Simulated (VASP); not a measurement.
# Pt (P-1) in VASP: a series of runs, part 2 of 2

VASP 6.6.1.

### 3 Single point, LDA

INCAR reads:

```
SYSTEM = Pt
ALGO = Normal
EDIFF = 1E-6
ENCUT = 520
ISIF = 2
ISMEAR = 1
LASPH = .True.
LCHARG = .False.
LREAL = .False.
LWAVE = .False.
NBANDS = 11
NELM = 60
PREC = Accurate
SIGMA = 0.05
```

KPOINTS reads:

```
k-points
0
Gamma
  9 8 9
  0 0 0
```

POSCAR reads:

```
Pt
1.0
   -1.5821724000      1.5849819900      1.5846552900
    1.6029151900     -1.5797795700      1.6001956600
    1.5674823500      1.5650895200     -1.5794528700
Pt
1
Direct
    0.0000000000      0.0000000000      0.0000000000
```

Potentials or basis: VASP PAW LDA potentials, release 64 (Pt).

Run with:

```
$ cat potpaw_LDA.64/Pt/POTCAR > POTCAR
$ mpirun -np 1 vasp_std > vasp.out
```

OUTCAR:

```text
SYSTEM = Pt
   EDIFF = 1E-6
   ENCUT = 520
   ISIF = 2
   ISMEAR = 1
   LASPH = .True.
   LREAL = .False.
   NELM = 60
   PREC = Accurate

 ion  position               nearest neighbor table
   1  0.000  0.000  0.000-

  LATTYP: Found a triclinic cell.
 ALAT       =     7.0502409581
 B/A-ratio  =     0.6343495643
 C/A-ratio  =     0.3891298857
 COS(alpha) =     0.0001609558
 COS(beta)  =     0.2598621991
 COS(gamma) =     0.9480271513

  Lattice vectors:

 A1 = (  -0.0501228900,   6.2949406000,  -3.1744461100)
 A2 = (  -0.0354328400,   3.1448690900,  -3.1796485300)
 A3 = (  -1.5821724000,   1.5849819900,   1.5846552900)

Analysis of symmetry for initial positions (statically):
=====================================================================
 Subroutine PRICEL returns:
 Original cell was already a primitive cell.

 Routine SETGRP: Setting up the symmetry group for a
 triclinic supercell.

 Subroutine GETGRP returns: Found  2 space group operations
 (whereof  2 operations were pure point group operations)
 out of a pool of  2 trial point group operations.

The static configuration has the point symmetry S_2 .

Analysis of symmetry for dynamics (positions and initial velocities):
=====================================================================
 Subroutine PRICEL returns:
 Original cell was already a primitive cell.

 Routine SETGRP: Setting up the symmetry group for a
 triclinic supercell.

 Subroutine GETGRP returns: Found  2 space group operations
 (whereof  2 operations were pure point group operations)
 out of a pool of  2 trial point group operations.

The dynamic configuration has the point symmetry S_2 .

 Subroutine INISYM returns: Found  2 space group operations
 (whereof  2 operations are pure point group operations),
 and found     1 'primitive' translations

[... 117 lines left out ...]
   GGA     = CA    functional components
   LHFCALC =     F    Hartree Fock is set to
   AEXX    =    0.0000 exact exchange contribution
   IVDW    =     0    specifies the selected vdW correction
   LEPSILON=     F    determine dielectric tensor
   LRPA    =     F    only Hartree local field effects (RPA)
 non-spin polarized calculation
 Methfessel and Paxton  Order N= 1 SIGMA  =   0.05
  energy-cutoff  :      520.00
  volume of cell :       15.90
 maximum number of plane-waves:       439
   NGX = 11   NGY = 11   NGZ = 11

 number of electron      10.0000000 magnetization

 number of electron       9.9999999 magnetization

 Free energy of the ion-electron system (eV)
  ---------------------------------------------------
  ext. energy  EPLUGINS =         0.00000000
  ---------------------------------------------------
  free energy    TOTEN  =        -7.33138592 eV

  energy without entropy =       -7.33154994  energy(sigma->0) =       -7.33144060

 E-fermi :   9.8827     XC(G=0): -13.3776

 val. band max:        9.8816311438   @ k =  -0.0000  -0.3750   0.3333
 cond. band min:       9.8983903758   @ k =  -0.2222   0.1250   0.3333
 fundamental gap:      0.0167592320
 Fermi energy:         9.8826564612

 k-point     1 :       0.0000    0.0000    0.0000
  band No.  band energies     occupation
      1       0.4807      2.00000
      2       6.3362      2.00000
      3       6.4629      2.00000
      4       6.5690      2.00000
      5       8.9248      2.00000
      6       9.0254      2.00000
      7      26.8134      0.00000
      8      27.0430      0.00000
      9      27.1707      0.00000
     10      36.8708      0.00000
     11      36.9772      0.00000
[... 309 lines left out ...]
 k-point    24 :       0.0000    0.3750   -0.0000
  band No.  band energies     occupation
      1       3.3553      2.00000
      2       5.2362      2.00000
      3       7.9155      2.00000
      4       8.8222      2.00000
      5       9.2536      2.00000
      6      10.0312     -0.00022
      7      18.9948      0.00000
      8      24.0930      0.00000
      9      27.5497      0.00000
     10      33.3860      0.00000
     11      33.8014      0.00000

 [... further k-points ...]

------------------------ aborting loop because EDIFF is reached ----------------------------------------

  FORCE on cell =-STRESS in cart. coord.  units (eV):
  Direction    XX          YY          ZZ          XY          YZ          ZX
  --------------------------------------------------------------------------------------
  -------------------------------------------------------------------------------------
  Total       -1.5700695     -1.4866073     -1.5262182      0.1609059     -0.0497628     -0.1034262
  in kB     -158.1850018   -149.7761670   -153.7669714     16.2113253     -5.0136221    -10.4202219
  external PRESSURE =    -153.9093801 kB  Pullay stress =       0.0000000 kB

 VOLUME and BASIS-vectors are now :
 -----------------------------------------------------------------------------
  energy-cutoff  :      520.00
  volume of cell :       15.90
      direct lattice vectors                 reciprocal lattice vectors
    -1.582172400  1.584981990  1.584655290    -0.000582431  0.316932687  0.313472524
     1.602915190 -1.579779570  1.600195660     0.313381304  0.000946240  0.311943852
     1.567482350  1.565089520 -1.579452870     0.316912558  0.318935271 -0.002585014

 POSITION                                       TOTAL-FORCE (eV/Angst)
 -----------------------------------------------------------------------------------
      0.00000      0.00000      0.00000         0.000000      0.000000      0.000000
 -----------------------------------------------------------------------------------
    total drift:                                0.000000      0.000000     -0.000000

  FREE ENERGIE OF THE ION-ELECTRON SYSTEM (eV)
  ---------------------------------------------------
  free  energy   TOTEN  =        -7.3313859241 eV

  energy  without entropy=       -7.3315499418  energy(sigma->0) =       -7.33144060
```

OSZICAR:

```text
N       E                     dE             d eps       ncg     rms          rms(c)
DAV:   1     0.385401168848E+02    0.38540E+02   -0.52838E+03  7278   0.838E+02
DAV:   2    -0.715088368550E+01   -0.45691E+02   -0.43895E+02  8152   0.175E+02
DAV:   3    -0.775962589481E+01   -0.60874E+00   -0.60532E+00  8440   0.193E+01
DAV:   4    -0.776196164640E+01   -0.23358E-02   -0.23355E-02  8268   0.140E+00
DAV:   5    -0.776198060365E+01   -0.18957E-04   -0.18956E-04  8502   0.117E-01    0.110E+01
DAV:   6    -0.737022956711E+01    0.39175E+00   -0.97404E-01  7588   0.752E+00    0.560E+00
DAV:   7    -0.733550643342E+01    0.34723E-01   -0.11324E-01  8260   0.249E+00    0.240E+00
DAV:   8    -0.733162940242E+01    0.38770E-02   -0.52746E-03  7753   0.685E-01    0.557E-01
DAV:   9    -0.733138316709E+01    0.24624E-03   -0.28485E-04  8092   0.152E-01    0.143E-02
DAV:  10    -0.733138582338E+01   -0.26563E-05   -0.37549E-06  8389   0.140E-02    0.301E-03
DAV:  11    -0.733138592409E+01   -0.10071E-06   -0.11090E-07  4637   0.313E-03
   1 F= -.73313859E+01 E0= -.73314406E+01  d E =0.164018E-03
```

stdout:

```text
POSCAR found type information on POSCAR Pt
 POSCAR found :  1 types and       1 ions
 scaLAPACK will be used
 LDA part: xc-table for (Slater(with rela. corr.)+CA(PZ))
 , standard interpolation
 POSCAR, INCAR and KPOINTS ok, starting setup
 FFT: planning ... GRIDC
 FFT: planning ... GRID_SOFT
 FFT: planning ... GRID
 WAVECAR not read
 entering main loop
```

Wall time 26 s (1 thread of Intel Xeon Platinum 8488C (Sapphire Rapids), shared host); peak memory 0.17 GiB.

What came out:

```yaml
Free_energy: -7.3314 eV
Pressure: -15.4 GPa
Band_gap_on_the_k_mesh: zero (band 5 reaches 10.82 eV, above the bottom of band 6 at 8.95 eV)
```

Stress tensor (GPa, compression positive):
```
-15.82   1.62  -1.04
  1.62 -14.98  -0.50
 -1.04  -0.50 -15.38
```

Caveat: spin-orbit coupling is left out, which moves the levels of the heavy elements.

### 4 Single point, LDA

INCAR reads:

```
ALGO = Normal ; EDIFF = 1E-7
ENCUT = 520 ; GGA = CA
ISIF = 2 ; ISMEAR = 1
LASPH = T ; LCHARG = T
LELF = T ; LREAL = F
LVHAR = T ; LWAVE = F
NBANDS = 11 ; NELM = 80
PREC = Accurate ; SIGMA = 0.05
```

KPOINTS reads:

```
k-points
0
Gamma
  9 8 9
```

POSCAR is that of step 3.

Potentials or basis: VASP PAW LDA potentials, release 64 (Pt).

Run with:

```
$ cat potpaw_LDA.64/Pt/POTCAR > POTCAR
$ mpirun -np 1 vasp_std > vasp.out
```

OUTCAR:

```text
EDIFF = 1E-7
   ENCUT = 520
   GGA = CA
   ISIF = 2
   ISMEAR = 1
   LASPH = T
   LREAL = F
   NELM = 80
   PREC = Accurate

 ion  position               nearest neighbor table
   1  0.000  0.000  0.000-

  LATTYP: Found a triclinic cell.
 ALAT       =     7.0502409581
 B/A-ratio  =     0.6343495643
 C/A-ratio  =     0.3891298857
 COS(alpha) =     0.0001609558
 COS(beta)  =     0.2598621991
 COS(gamma) =     0.9480271513

  Lattice vectors:

 A1 = (  -0.0501228900,   6.2949406000,  -3.1744461100)
 A2 = (  -0.0354328400,   3.1448690900,  -3.1796485300)
 A3 = (  -1.5821724000,   1.5849819900,   1.5846552900)

Analysis of symmetry for initial positions (statically):
=====================================================================
 Subroutine PRICEL returns:
 Original cell was already a primitive cell.

 Routine SETGRP: Setting up the symmetry group for a
 triclinic supercell.

 Subroutine GETGRP returns: Found  2 space group operations
 (whereof  2 operations were pure point group operations)
 out of a pool of  2 trial point group operations.

The static configuration has the point symmetry S_2 .

Analysis of symmetry for dynamics (positions and initial velocities):
=====================================================================
 Subroutine PRICEL returns:
 Original cell was already a primitive cell.

 Routine SETGRP: Setting up the symmetry group for a
 triclinic supercell.

 Subroutine GETGRP returns: Found  2 space group operations
 (whereof  2 operations were pure point group operations)
 out of a pool of  2 trial point group operations.

The dynamic configuration has the point symmetry S_2 .

 Subroutine INISYM returns: Found  2 space group operations
 (whereof  2 operations are pure point group operations),
 and found     1 'primitive' translations

----------------------------------------------------------------------------------------

                                     Primitive cell
[... 114 lines left out ...]
   GGA     = CA    functional components
   LHFCALC =     F    Hartree Fock is set to
   AEXX    =    0.0000 exact exchange contribution
   IVDW    =     0    specifies the selected vdW correction
   LEPSILON=     F    determine dielectric tensor
   LRPA    =     F    only Hartree local field effects (RPA)
 non-spin polarized calculation
 Methfessel and Paxton  Order N= 1 SIGMA  =   0.05
  energy-cutoff  :      520.00
  volume of cell :       15.90
 maximum number of plane-waves:       439
   NGX = 11   NGY = 11   NGZ = 11

 number of electron      10.0000000 magnetization

 number of electron       9.9999999 magnetization

 Free energy of the ion-electron system (eV)
  ---------------------------------------------------
  ext. energy  EPLUGINS =         0.00000000
  ---------------------------------------------------
  free energy    TOTEN  =        -7.33138592 eV

  energy without entropy =       -7.33154970  energy(sigma->0) =       -7.33144051

 E-fermi :   9.8827     XC(G=0): -13.3776

 val. band max:        9.8816054850   @ k =  -0.0000  -0.3750   0.3333
 cond. band min:       9.8983961986   @ k =  -0.2222   0.1250   0.3333
 fundamental gap:      0.0167907136
 Fermi energy:         9.8826597380

 k-point     1 :       0.0000    0.0000    0.0000
  band No.  band energies     occupation
      1       0.4807      2.00000
      2       6.3362      2.00000
      3       6.4629      2.00000
      4       6.5690      2.00000
      5       8.9248      2.00000
      6       9.0254      2.00000
      7      26.8134      0.00000
      8      27.0430      0.00000
      9      27.1707      0.00000
     10      36.8698      0.00000
     11      36.9763      0.00000
[... 309 lines left out ...]
 k-point    24 :       0.0000    0.3750   -0.0000
  band No.  band energies     occupation
      1       3.3553      2.00000
      2       5.2361      2.00000
      3       7.9155      2.00000
      4       8.8222      2.00000
      5       9.2536      2.00000
      6      10.0312     -0.00022
      7      18.9948      0.00000
      8      24.0930      0.00000
      9      27.5498      0.00000
     10      33.3860      0.00000
     11      33.8014      0.00000

 [... further k-points ...]

------------------------ aborting loop because EDIFF is reached ----------------------------------------

  FORCE on cell =-STRESS in cart. coord.  units (eV):
  Direction    XX          YY          ZZ          XY          YZ          ZX
  --------------------------------------------------------------------------------------
  -------------------------------------------------------------------------------------
  Total       -1.5701400     -1.4865426     -1.5262355      0.1612918     -0.0493836     -0.1031875
  in kB     -158.1921091   -149.7696450   -153.7687206     16.2501959     -4.9754128    -10.3961710
  external PRESSURE =    -153.9101582 kB  Pullay stress =       0.0000000 kB

 VOLUME and BASIS-vectors are now :
 -----------------------------------------------------------------------------
  energy-cutoff  :      520.00
  volume of cell :       15.90
      direct lattice vectors                 reciprocal lattice vectors
    -1.582172400  1.584981990  1.584655290    -0.000582431  0.316932687  0.313472524
     1.602915190 -1.579779570  1.600195660     0.313381304  0.000946240  0.311943852
     1.567482350  1.565089520 -1.579452870     0.316912558  0.318935271 -0.002585014

 POSITION                                       TOTAL-FORCE (eV/Angst)
 -----------------------------------------------------------------------------------
      0.00000      0.00000      0.00000         0.000000      0.000000      0.000000
 -----------------------------------------------------------------------------------
    total drift:                               -0.000000      0.000000     -0.000000

  FREE ENERGIE OF THE ION-ELECTRON SYSTEM (eV)
  ---------------------------------------------------
  free  energy   TOTEN  =        -7.3313859196 eV

  energy  without entropy=       -7.3315497021  energy(sigma->0) =       -7.33144051
```

OSZICAR:

```text
N       E                     dE             d eps       ncg     rms          rms(c)
DAV:   1     0.385401168848E+02    0.38540E+02   -0.52838E+03  7278   0.838E+02
DAV:   2    -0.715088368550E+01   -0.45691E+02   -0.43895E+02  8152   0.175E+02
DAV:   3    -0.775962589481E+01   -0.60874E+00   -0.60532E+00  8440   0.193E+01
DAV:   4    -0.776196164640E+01   -0.23358E-02   -0.23355E-02  8268   0.140E+00
DAV:   5    -0.776198060365E+01   -0.18957E-04   -0.18956E-04  8502   0.117E-01    0.110E+01
DAV:   6    -0.737022956711E+01    0.39175E+00   -0.97404E-01  7588   0.752E+00    0.560E+00
DAV:   7    -0.733550643342E+01    0.34723E-01   -0.11324E-01  8260   0.249E+00    0.240E+00
DAV:   8    -0.733162940242E+01    0.38770E-02   -0.52746E-03  7753   0.685E-01    0.557E-01
DAV:   9    -0.733138316709E+01    0.24624E-03   -0.28485E-04  8092   0.152E-01    0.143E-02
DAV:  10    -0.733138582377E+01   -0.26567E-05   -0.37577E-06  8472   0.140E-02    0.301E-03
DAV:  11    -0.733138592388E+01   -0.10012E-06   -0.11220E-07  8013   0.311E-03    0.154E-03
DAV:  12    -0.733138591959E+01    0.42979E-08   -0.10829E-08  4544   0.747E-04
   1 F= -.73313859E+01 E0= -.73314405E+01  d E =0.163782E-03
```

stdout:

```text
POSCAR found type information on POSCAR Pt
 POSCAR found :  1 types and       1 ions
 scaLAPACK will be used
 LDA part: xc-table for (Slater(with rela. corr.)+CA(PZ))
 , standard interpolation
 POSCAR, INCAR and KPOINTS ok, starting setup
 FFT: planning ... GRIDC
 FFT: planning ... GRID_SOFT
 FFT: planning ... GRID
 WAVECAR not read
 entering main loop
```

Wall time 30 s (1 thread of Intel Xeon Platinum 8488C (Sapphire Rapids), shared host); peak memory 0.16 GiB.

Results:

```
Free energy            : -7.3314 eV
Pressure               : -15.4 GPa
Band gap on the k mesh : zero (band 5 reaches 10.82 eV, above the bottom of band 6 at 8.95 eV)
```

Caveat: spin-orbit coupling is left out, which moves the levels of the heavy elements.
